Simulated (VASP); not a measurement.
Write the native input for VASP 6.6.1 that does the following.

| Item | Value |
| --- | --- |
| Task | single point |
| Functional | PBEsol |
| Potentials or basis | VASP PAW PBE potentials, release 64 (Mn_pv, O) |
| Cutoff | 520 eV |
| k mesh | 18 × 18 × 18 |
| Occupations | gaussian, width 0.15 eV |
| Spin | collinear spin, ferromagnetic start |
| Starting moments | [4.41, 0.25] μB |
| Dipole correction | no |
| Further INCAR settings | ALGO = Normal; EDIFF = 1e-06; NBANDS = 20 |

The structure of MnO lies in POSCAR:

```
MnO
1.0
    0.0000000000      2.3331000000      2.2220000000
    2.2220000000      0.0000000000      2.2220000000
    2.2220000000      2.3331000000      0.0000000000
Mn O
1 1
Direct
    0.0000000000      0.0000000000      0.0000000000
    0.5000000000      0.5000000000      0.5000000000
```

This cell differs from its parent crystal: strain +0.0500 x Voigt [0, 1, 0, 0, 0, 0].

The input as run:

INCAR

```
SYSTEM = MnO
PREC     = Accurate       ! precision mode
ENCUT    = 520            ! plane-wave cutoff, eV
EDIFF    = 1E-6           ! SCF threshold, eV
ISMEAR   = 0              ! smearing method
SIGMA    = 0.15           ! smearing width, eV
LREAL    = .False.        ! projectors in reciprocal space
LASPH    = .True.         ! aspherical terms in the spheres
NELM     = 150            ! most SCF steps
ALGO     = Normal         ! electronic algorithm
ISIF     = 2              ! what is computed and relaxed
LWAVE    = .False.        ! write WAVECAR
LCHARG   = .True.         ! write CHGCAR
ISPIN    = 2              ! spin polarisation
MAGMOM   = 4.41 0.25      ! initial moments
LORBIT   = 11             ! projections on sites
LMAXMIX  = 4              ! l up to which the mixer works
GGA      = PS             ! functional
LELF     = .True.         ! ELF
LVHAR    = .True.       
NBANDS   = 20             ! bands
```

KPOINTS

```
regular mesh
0
Gamma
  18 18 18
  0 0 0
```

Potentials or basis: VASP PAW PBE potentials, release 64 (Mn_pv, O).

Launch:

```bash
$ cat potpaw_PBE.64/Mn_pv/POTCAR potpaw_PBE.64/O/POTCAR > POTCAR
$ mpirun -np 1 vasp_std > vasp.out
```

Results of the run:

```json
{"Pressure": "-11.5 GPa", "Net moment": "4.83 μB per cell", "Site moments": "Mn +4.37; O +0.20 μB", "Valence electrons inside the program's atomic spheres": "Mn 11.31; O 4.93"}
```

Caveat: the cell differs from its parent crystal (strain +0.0500 x Voigt [0, 1, 0, 0, 0, 0]); the cell stands under tension; the PAW data sets were made with another functional, which shifts forces and pressure a little; a cell with one magnetic atom can't hold antiferromagnetic order, which such compounds often take.

Run time: 3.8 min on 1 thread of AMD EPYC 9R45 96-Core Processor (Zen 5) (shared host), peak memory 0.38 GiB.
